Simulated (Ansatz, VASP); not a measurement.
One calculation of BN, two programs

```
B N
1.0
     0.00000    1.80256    1.80256
     1.80256    0.00000    1.80256
     1.80256    1.80256    0.00000
B N
1 1
Direct
  0.00000 0.00000 0.00000
  0.25000 0.25000 0.25000
```

Alike in both runs: functional PBEsol; k mesh 12 × 12 × 12; occupations gaussian, width 0.02 eV; no spin polarisation.

Ansatz relaxed the structure, and its values are those at the end. VASP's run is a single point on that final structure, the one shown.

|  | VASP | Ansatz |
| --- | --- | --- |
| version | VASP 6.6.1 | Ansatz 0.2.0 |
| potentials or method | VASP PAW PBE potentials, release 64 (B, N), cutoff 600 eV | scalar-relativistic, plane waves, PAW |
| valence electrons in the cell | 8 | 8 |

Ansatz gave:

```
gap on the k mesh at the Fermi level (eV) : 4.29
least direct gap on the mesh (eV)         : 8.80
pressure (GPa)                            : 0.0
```

Problem. Estimate VASP's values.

Solution. gap on the k mesh at the Fermi level (eV): 4.29; least direct gap on the mesh (eV): 8.80; pressure (GPa): 0.5.

VASP's potentials were made for PBE, not for PBEsol, and Ansatz warns of the same on its side. With one functional, cell and mesh, what is left measures potentials, basis and numerics.
